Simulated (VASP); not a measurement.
Write the native input for VASP 6.6.1 that does the following.

- Task: single point
- Functional: PBE
- Potentials or basis: VASP PAW PBE potentials, release 64 (Al, H)
- Cutoff: 520 eV
- k mesh: 9 × 9 × 1
- Occupations: gaussian, width 0.1 eV
- Spin: no spin polarisation
- Dipole correction: yes
- Further INCAR settings: ALGO = Normal; EDIFF = 1e-07; NBANDS = 13

The structure of Al3H lies in POSCAR:

```
Al3H
1.0
    2.8567582918      0.0000000000      0.0000000000
   -1.4283791459      2.4740252532      0.0000000000
    0.0000000000      0.0000000000     20.1013782055
Al H
3 1
Direct
    0.6666666667      0.3333333334      0.1989913308
    0.3333333333      0.6666666666      0.3134471548
    0.0000000000      0.0000000000      0.4278999240
    0.0000000000      0.5000000000      0.4836291763
```

The input as run:

INCAR

```
SYSTEM = Al3H
PREC = Accurate ; ENCUT = 520
EDIFF = 1E-7 ; ISMEAR = 0
SIGMA = 0.1 ; LREAL = .FALSE.
LASPH = .TRUE. ; NELM = 100
ALGO = Normal ; ISIF = 2
LWAVE = .FALSE. ; LCHARG = .FALSE.
LDIPOL = .TRUE. ; IDIPOL = 3
DIPOL = 0.5 0.5 0.356 ; GGA = PE
NBANDS = 13
```

KPOINTS

```
regular mesh
0
G
  9 9 1
  0 0 0
```

Potentials or basis: VASP PAW PBE potentials, release 64 (Al, H).

Command:

```sh
$ cat potpaw_PBE.64/Al/POTCAR potpaw_PBE.64/H/POTCAR > POTCAR
$ mpirun -np 1 vasp_std > vasp.out
```

Results of the run:

| Item | Value |
| --- | --- |
| Largest force | 0.274 eV/Å |
| Band gap on the k mesh | zero (band 5 reaches 1.55 eV, above the bottom of band 6 at -0.72 eV) |

Wall time 44 s on 1 thread of Intel(R) Xeon(R) Platinum 8559C (Emerald Rapids) (shared host), peak memory 0.28 GiB.
